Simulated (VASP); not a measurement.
# Si (Fm-3m) in VASP: notebook

The runs below take Si through single point, with PBE.

Program: VASP 6.6.1. These are calculated values, not measurements. Logs are shortened: lines on timing, memory, paths and dates and some standing lists are left out, and cuts for length are marked.

## (1) The cell of the first run

It takes space group Fm-3m (No. 225, cubic). Conventional cell: a = 3.272 Å, b = 3.272 Å, c = 3.272 Å, α = 90.00°, β = 90.00°, γ = 90.00°. Si (site symmetry m-3m) has 12 Si at 2.31 Å within 3.1 Å.

## (2) Single point, PBE

INCAR

```
PREC = Accurate
ENCUT = 500
EDIFF = 1E-6
ISMEAR = -1
SIGMA = 0.05
LREAL = F
LASPH = T
NELM = 120
ALGO = Normal
ISIF = 2
LWAVE = F
LCHARG = F
GGA = PE
NBANDS = 8
GGA_COMPAT = F
```

KPOINTS

```
Automatic mesh
0
Gamma
  15 15 15
```

POSCAR

```
Si
1.0
    0.0000000000      1.6359088016      1.6359088016
    1.6359088016      0.0000000000      1.6359088016
    1.6359088016      1.6359088016      0.0000000000
Si
1
Direct
    0.0000000000      0.0000000000      0.0000000000
```

Potentials or basis: VASP PAW PBE potentials, release 64 (Si).

The run is started by

```console
> cat potpaw_PBE.64/Si/POTCAR > POTCAR
> mpirun -np 1 vasp_std > vasp.out
```

OUTCAR:

```text
PREC = Accurate
   ENCUT = 500
   EDIFF = 1E-6
   ISMEAR = -1
   LREAL = F
   LASPH = T
   NELM = 120
   ISIF = 2
   GGA = PE

 ion  position               nearest neighbor table
   1  0.000  0.000  0.000-

  LATTYP: Found a face centered cubic cell.
 ALAT       =     3.2718176032

  Lattice vectors:

 A1 = (   0.0000000000,   1.6359088016,   1.6359088016)
 A2 = (   1.6359088016,   0.0000000000,   1.6359088016)
 A3 = (   1.6359088016,   1.6359088016,   0.0000000000)

Analysis of symmetry for initial positions (statically):
=====================================================================
 Subroutine PRICEL returns:
 Original cell was already a primitive cell.

 Routine SETGRP: Setting up the symmetry group for a
 face centered cubic supercell.

 Subroutine GETGRP returns: Found 48 space group operations
 (whereof 48 operations were pure point group operations)
 out of a pool of 48 trial point group operations.

The static configuration has the point symmetry O_h .

Analysis of symmetry for dynamics (positions and initial velocities):
=====================================================================
 Subroutine PRICEL returns:
 Original cell was already a primitive cell.

 Routine SETGRP: Setting up the symmetry group for a
 face centered cubic supercell.

 Subroutine GETGRP returns: Found 48 space group operations
 (whereof 48 operations were pure point group operations)
 out of a pool of 48 trial point group operations.

The dynamic configuration has the point symmetry O_h .

 Subroutine INISYM returns: Found 48 space group operations
 (whereof 48 operations are pure point group operations),
 and found     1 'primitive' translations

----------------------------------------------------------------------------------------

                                     Primitive cell

  volume of cell :       8.7560

  direct lattice vectors                    reciprocal lattice vectors
     0.000000000  1.635908802  1.635908802    -0.305640510  0.305640510  0.305640510
     1.635908802  0.000000000  1.635908802     0.305640510 -0.305640510  0.305640510
     1.635908802  1.635908802  0.000000000     0.305640510  0.305640510 -0.305640510

[... 70 lines left out ...]
   NGXF,Y,Z  is equivalent  to a cutoff of  25.87, 25.87, 25.87 a.u.
 SYSTEM =  unknown system
   PREC   = accura    normal or accurate (medium, high low for compatibility)
   ISTART =      0    job   : 0-new  1-cont  2-samecut
   ICHARG =      2    charge: 1-file 2-atom 10-const
   ISPIN  =      1    spin polarized calculation?
   LNONCOLLINEAR =      F non collinear calculations
   LSORBIT =      F    spin-orbit coupling
   LASPH  =      T    aspherical Exc in radial PAW
   ENCUT  =  500.0 eV  36.75 Ry    6.06 a.u.   4.22  4.22  4.22*2*pi/ulx,y,z
   NELM   =    120;   NELMIN=  2; NELMDL= -5     # of ELM steps
   EDIFF  = 0.1E-05   stopping-criterion for ELM
   LREAL  =      F    real-space projection
[... 7 lines left out ...]
   TEBEG  =    0.0;   TEEND  =   0.0 temperature during run
   PSTRESS=    0.0 pullay stress
   NELECT =       4.0000    total number of electrons
   NUPDOWN=      -1.0000    fix difference up-down
   EMIN   =  10.00;   EMAX   =-10.00  energy-range for DOS
   EFERMI =   0.00;   METHOD = LEGACY
   ISMEAR =    -1;   SIGMA  =   0.05  broadening in eV -4-tet -1-fermi 0-gaus
   EFERMI_NEDOS =   21; number of points for ismear=-14 and -15
   IALGO  =     38    algorithm
   IMIX   =      4    mixing-type and parameters
     AMIX     =   0.40;   BMIX     =  1.00
     AMIX_MAG =   1.60;   BMIX_MAG =  1.00
  volume/ion in A,a.u.               =       8.76        59.09
  Fermi-wavevector in a.u.,A,eV,Ry     =   1.260837  2.382637 21.629330  1.589711
  Thomas-Fermi vector in A             =   2.394327
   LORBIT       =      0    0 simple, 1 ext, 2 COOP (PROOUT), +10 PAW based schemes
   GGA     = PE    functional components
   LHFCALC =     F    Hartree Fock is set to
   AEXX    =    0.0000 exact exchange contribution
   IVDW    =     0    specifies the selected vdW correction
   LEPSILON=     F    determine dielectric tensor
   LRPA    =     F    only Hartree local field effects (RPA)
 non-spin polarized calculation
  energy-cutoff  :      500.00
  volume of cell :        8.76
 maximum number of plane-waves:       229
 NGX is ok and might be reduce to    18
   NGX =  9   NGY =  9   NGZ =  9

 number of electron       4.0000000 magnetization

 Free energy of the ion-electron system (eV)
  ---------------------------------------------------
  ext. energy  EPLUGINS =         0.00000000
  ---------------------------------------------------
  free energy    TOTEN  =        -3.48351118 eV

  energy without entropy =       -3.47968257  energy(sigma->0) =       -3.48159687

 E-fermi :  18.2641     XC(G=0): -13.3489

 val. band max:       18.2134582464   @ k =  -0.4000   0.2667   0.0000
 cond. band min:      18.2965717595   @ k =  -0.4667   0.3333   0.0667
 fundamental gap:      0.0831135131
 Fermi energy:        18.2641111590

 k-point     1 :       0.0000    0.0000    0.0000
  band No.  band energies     occupation
      1      -1.6671      2.00000
      2      32.3600      0.00000
      3      32.3600      0.00000
      4      32.3600      0.00000
      5      36.9319      0.00000
      6      36.9319      0.00000
      7      36.9319      0.00000
      8      38.9581      0.00000
[... 243 lines left out ...]
 k-point    24 :       0.2000    0.1333    0.0000
  band No.  band energies     occupation
      1      -0.0553      2.00000
      2      25.2732      0.00000
      3      28.1918      0.00000
      4      29.5038      0.00000
      5      32.9039      0.00000
      6      35.5050      0.00000
      7      42.2291      0.00000
      8      42.6499      0.00000

 [... further k-points ...]

------------------------ aborting loop because EDIFF is reached ----------------------------------------

  FORCE on cell =-STRESS in cart. coord.  units (eV):
  Direction    XX          YY          ZZ          XY          YZ          ZX
  --------------------------------------------------------------------------------------
  -------------------------------------------------------------------------------------
  Total        6.7865530      6.7865530      6.7865530     -0.0000000     -0.0000000      0.0000000
  in kB     1241.8025943   1241.8025943   1241.8025943     -0.0000000     -0.0000000      0.0000000
  external PRESSURE =    1241.8025943 kB  Pullay stress =       0.0000000 kB

 VOLUME and BASIS-vectors are now :
 -----------------------------------------------------------------------------
  energy-cutoff  :      500.00
  volume of cell :        8.76
      direct lattice vectors                 reciprocal lattice vectors
     0.000000000  1.635908802  1.635908802    -0.305640510  0.305640510  0.305640510
     1.635908802  0.000000000  1.635908802     0.305640510 -0.305640510  0.305640510
     1.635908802  1.635908802  0.000000000     0.305640510  0.305640510 -0.305640510

 POSITION                                       TOTAL-FORCE (eV/Angst)
 -----------------------------------------------------------------------------------
      0.00000      0.00000      0.00000        -0.000000     -0.000000      0.000000
 -----------------------------------------------------------------------------------
    total drift:                               -0.000000      0.000000     -0.000000

  FREE ENERGIE OF THE ION-ELECTRON SYSTEM (eV)
  ---------------------------------------------------
  free  energy   TOTEN  =        -3.4835111779 eV

  energy  without entropy=       -3.4796825688  energy(sigma->0) =       -3.48159687
```

OSZICAR:

```text
N       E                     dE             d eps       ncg     rms          rms(c)
DAV:   1    -0.162714718835E+01   -0.16271E+01   -0.20665E+03  2432   0.387E+02
DAV:   2    -0.354498838967E+01   -0.19178E+01   -0.18239E+01  2848   0.305E+01
DAV:   3    -0.355063270817E+01   -0.56443E-02   -0.56386E-02  2184   0.161E+00
DAV:   4    -0.355063479828E+01   -0.20901E-05   -0.20900E-05  3288   0.315E-02
DAV:   5    -0.355063479845E+01   -0.16612E-09   -0.68590E-10  2168   0.108E-04    0.706E+00
DAV:   6    -0.350919411659E+01    0.41441E-01   -0.28012E-03  2368   0.306E-01    0.396E+00
DAV:   7    -0.348367872010E+01    0.25515E-01   -0.70315E-03  2464   0.487E-01    0.291E-01
DAV:   8    -0.348351375248E+01    0.16497E-03   -0.41692E-05  2960   0.439E-02    0.478E-02
DAV:   9    -0.348351124787E+01    0.25046E-05   -0.15138E-06  2464   0.744E-03    0.150E-03
DAV:  10    -0.348351117787E+01    0.69994E-07   -0.34654E-09  1648   0.545E-04
   1 F= -.34835112E+01 E0= -.34815969E+01  d E =-.382861E-02
```

stdout:

```text
POSCAR found type information on POSCAR Si
 POSCAR found :  1 types and       1 ions
 scaLAPACK will be used
 LDA part: xc-table for (Slater+PW92), standard interpolation
 POSCAR, INCAR and KPOINTS ok, starting setup
 FFT: planning ... GRIDC
 FFT: planning ... GRID_SOFT
 FFT: planning ... GRID
 WAVECAR not read
 entering main loop
```

Wall time 8.9 s (1 thread of AMD EPYC 7R43 (Zen 3), shared host); peak memory 0.08 GiB.

Results:

* Free energy: -3.4835 eV
* Pressure: 124.2 GPa
* Band gap on the k mesh: zero (band 2 reaches 32.36 eV, above the bottom of band 3 at 14.97 eV)

## (3) Single point, PBE

This run uses another cell than the first one, of 8.94 Å³/atom, 1.021 times its volume.

INCAR

```
PREC = Accurate
ENCUT = 500
EDIFF = 1E-6
ISMEAR = -1
SIGMA = 0.05
LREAL = False
LASPH = True
NELM = 120
ALGO = Normal
ISIF = 2
LWAVE = False
LCHARG = True
GGA = PE
LELF = True
LVHAR = True
NBANDS = 8
GGA_COMPAT = False
```

KPOINTS

```
regular mesh
0
Gamma
  15 15 15
```

POSCAR

```
Si
1.0
    0.0000000000      1.6474296657      1.6474296657
    1.6474296657      0.0000000000      1.6474296657
    1.6474296657      1.6474296657      0.0000000000
Si
1
Direct
    0.0000000000      0.0000000000      0.0000000000
```

Potentials or basis: VASP PAW PBE potentials, release 64 (Si).

The run is started by

```console
> cat potpaw_PBE.64/Si/POTCAR > POTCAR
> mpirun -np 1 vasp_std > vasp.out
```

Run time: 8.9 s. Hardware: 1 thread of AMD EPYC 7R43 (Zen 3), shared host; peak memory 0.08 GiB.

It converged, with:

```yaml
Free_energy: -3.6214 eV
Pressure: 113.1 GPa
Band_gap_on_the_k_mesh: zero (band 2 reaches 31.86 eV, above the bottom of band 3 at 14.66 eV)
```

Levels at points of the mesh, in eV from the Fermi level:
| k point | band 1 | band 2 | band 3 | band 4 | band 5 | band 6 | band 7 |
| --- | --- | --- | --- | --- | --- | --- | --- |
| (0.00, 0.00, 0.00) | -19.69 | 13.98 | 13.98 | 13.98 | 18.27 | 18.27 | 18.27 |

## (4) Single point, PBE

This run uses another cell than the first one, of 9.13 Å³/atom, 1.043 times its volume.

INCAR

```
PREC = Accurate ; ENCUT = 500
EDIFF = 1E-6 ; ISMEAR = -1
SIGMA = 0.05 ; LREAL = False
LASPH = True ; NELM = 120
ALGO = Normal ; ISIF = 2
LWAVE = False ; LCHARG = False
GGA = PE ; NBANDS = 8
GGA_COMPAT = False
```

KPOINTS is that of step 3.

POSCAR

```
Si
1.0
    0.0000000000      1.6587916086      1.6587916086
    1.6587916086      0.0000000000      1.6587916086
    1.6587916086      1.6587916086      0.0000000000
Si
1
Direct
    0.0000000000      0.0000000000      0.0000000000
```

The run is started by

```console
> cat potpaw_PBE.64/Si/POTCAR > POTCAR
> mpirun -np 1 vasp_std > vasp.out
```

Run time: 8.3 s. Hardware: 1 thread of AMD EPYC 7R43 (Zen 3), shared host; peak memory 0.08 GiB.

Results (log left out):

- Free energy: -3.7469 eV
- Pressure: 103.0 GPa
- Band gap on the k mesh: zero (band 2 reaches 31.37 eV, above the bottom of band 3 at 14.36 eV)

Levels at points of the mesh, in eV from the Fermi level:
```
           k point  band 1  band 2  band 3  band 4  band 5  band 6
(0.00, 0.00, 0.00)  -19.45   13.86   13.86   13.86   17.90   17.90
```

## (5) Single point, PBE

This run uses another cell than the first one, of 9.31 Å³/atom, 1.064 times its volume.

INCAR

```
PREC = Accurate
ENCUT = 500
EDIFF = 1E-6
ISMEAR = -1
SIGMA = 0.05
LREAL = False
LASPH = True
NELM = 120
ALGO = Normal
ISIF = 2
LWAVE = False
LCHARG = False
GGA = PE
NBANDS = 8
GGA_COMPAT = False
```

KPOINTS

```
Automatic mesh
0
Gamma
  15 15 15
```

POSCAR

```
Si
1.0
    0.0000000000      1.6700000000      1.6700000000
    1.6700000000      0.0000000000      1.6700000000
    1.6700000000      1.6700000000      0.0000000000
Si
1
Direct
    0.0000000000      0.0000000000      0.0000000000
```

Potentials or basis: VASP PAW PBE potentials, release 64 (Si).

The run is started by

```console
> cat potpaw_PBE.64/Si/POTCAR > POTCAR
> mpirun -np 1 vasp_std > vasp.out
```

OUTCAR:

```text
PREC = Accurate
   ENCUT = 500
   EDIFF = 1E-6
   ISMEAR = -1
   LREAL = False
   LASPH = True
   NELM = 120
   ISIF = 2
   GGA = PE

 ion  position               nearest neighbor table
   1  0.000  0.000  0.000-

  LATTYP: Found a face centered cubic cell.
 ALAT       =     3.3400000000

  Lattice vectors:

 A1 = (   0.0000000000,   1.6700000000,   1.6700000000)
 A2 = (   1.6700000000,   0.0000000000,   1.6700000000)
[... 441 lines left out ...]
      6      33.2171      0.00000
      7      40.0389      0.00000
      8      40.4660      0.00000

 [... further k-points ...]

------------------------ aborting loop because EDIFF is reached ----------------------------------------

  FORCE on cell =-STRESS in cart. coord.  units (eV):
  Direction    XX          YY          ZZ          XY          YZ          ZX
  --------------------------------------------------------------------------------------
  -------------------------------------------------------------------------------------
  Total        5.4662598      5.4662598      5.4662598      0.0000000     -0.0000000      0.0000000
  in kB      940.2025879    940.2025879    940.2025879      0.0000000     -0.0000000      0.0000000
  external PRESSURE =     940.2025879 kB  Pullay stress =       0.0000000 kB

 VOLUME and BASIS-vectors are now :
 -----------------------------------------------------------------------------
  energy-cutoff  :      500.00
  volume of cell :        9.31
      direct lattice vectors                 reciprocal lattice vectors
     0.000000000  1.670000000  1.670000000    -0.299401198  0.299401198  0.299401198
     1.670000000  0.000000000  1.670000000     0.299401198 -0.299401198  0.299401198
     1.670000000  1.670000000  0.000000000     0.299401198  0.299401198 -0.299401198

 POSITION                                       TOTAL-FORCE (eV/Angst)
 -----------------------------------------------------------------------------------
      0.00000      0.00000      0.00000         0.000000      0.000000      0.000000
 -----------------------------------------------------------------------------------
    total drift:                                0.000000     -0.000000     -0.000000

  FREE ENERGIE OF THE ION-ELECTRON SYSTEM (eV)
  ---------------------------------------------------
  free  energy   TOTEN  =        -3.8612826597 eV

  energy  without entropy=       -3.8572991531  energy(sigma->0) =       -3.85929091
```

OSZICAR:

```text
N       E                     dE             d eps       ncg     rms          rms(c)
DAV:   1    -0.147868688906E+01   -0.14787E+01   -0.20512E+03  2288   0.389E+02
DAV:   2    -0.390810748175E+01   -0.24294E+01   -0.23400E+01  2768   0.322E+01
DAV:   3    -0.391784302822E+01   -0.97355E-02   -0.97342E-02  2288   0.205E+00
DAV:   4    -0.391784755100E+01   -0.45228E-05   -0.45221E-05  3208   0.437E-02
DAV:   5    -0.391784754876E+01    0.22361E-08   -0.28037E-09  2272   0.223E-04    0.627E+00
DAV:   6    -0.388293380859E+01    0.34914E-01   -0.29781E-03  2360   0.299E-01    0.351E+00
DAV:   7    -0.386142418774E+01    0.21510E-01   -0.71903E-03  2432   0.469E-01    0.261E-01
DAV:   8    -0.386128488608E+01    0.13930E-03   -0.36220E-05  3032   0.423E-02    0.332E-02
DAV:   9    -0.386128280888E+01    0.20772E-05   -0.14162E-06  2368   0.693E-03    0.144E-03
DAV:  10    -0.386128265969E+01    0.14920E-06   -0.52691E-09  1720   0.606E-04
   1 F= -.38612827E+01 E0= -.38592909E+01  d E =-.398351E-02
```

stdout:

```text
POSCAR found type information on POSCAR Si
 POSCAR found :  1 types and       1 ions
 scaLAPACK will be used
 LDA part: xc-table for (Slater+PW92), standard interpolation
 POSCAR, INCAR and KPOINTS ok, starting setup
 FFT: planning ... GRIDC
 FFT: planning ... GRID_SOFT
 FFT: planning ... GRID
 WAVECAR not read
 entering main loop
```

It took 8.7 s on 1 thread of AMD EPYC 7R43 (Zen 3), shared host; peak memory 0.08 GiB.

What came out:

```
Free energy            : -3.8613 eV
Pressure               : 94.0 GPa
Band gap on the k mesh : zero (band 2 reaches 30.90 eV, above the bottom of band 3 at 13.99 eV)
```

## (6) Single point, PBE

This run uses another cell than the first one, of 9.50 Å³/atom, 1.085 times its volume.

INCAR is that of step 5.

KPOINTS

```
regular mesh
0
Gamma
  15 15 15
```

POSCAR

```
Si
1.0
    0.0000000000      1.6810599250      1.6810599250
    1.6810599250      0.0000000000      1.6810599250
    1.6810599250      1.6810599250      0.0000000000
Si
1
Direct
    0.0000000000      0.0000000000      0.0000000000
```

Potentials or basis: VASP PAW PBE potentials, release 64 (Si).

The run is started by

```console
> cat potpaw_PBE.64/Si/POTCAR > POTCAR
> mpirun -np 1 vasp_std > vasp.out
```

Run time: 8.3 s. Hardware: 1 thread of AMD EPYC 7R43 (Zen 3), shared host; peak memory 0.07 GiB.

Results (log left out):

* Free energy: -3.9661 eV
* Pressure: 86.3 GPa
* Band gap on the k mesh: zero (band 2 reaches 30.45 eV, above the bottom of band 3 at 13.64 eV)

Levels at points of the mesh, in eV from the Fermi level:
| k point | band 1 | band 2 | band 3 | band 4 | band 5 | band 6 | band 7 |
| --- | --- | --- | --- | --- | --- | --- | --- |
| (0.00, 0.00, 0.00) | -18.97 | 13.68 | 13.68 | 13.68 | 17.21 | 17.21 | 17.21 |

## (7) Overview

| cell | gap on the mesh (eV) | pressure (GPa) |
| --- | --- | --- |
| a = 2.314 Å, angles 60.0°, 1 atom | none | 124.2 |
| a = 2.330 Å, angles 60.0°, 1 atom | none | 113.1 |
| a = 2.346 Å, angles 60.0°, 1 atom | none | 103.0 |
| a = 2.362 Å, angles 60.0°, 1 atom | none | 94.0 |
| a = 2.377 Å, angles 60.0°, 1 atom | none | 86.3 |

Alike in all rows: task single point; level PBE; potentials or basis VASP PAW PBE potentials, release 64 (Si); no spin polarisation; k mesh 15 × 15 × 15; cutoff (eV) 500; smearing fermi-dirac 0.05 eV.

Absolute energies hang on the potentials; compare differences alone.
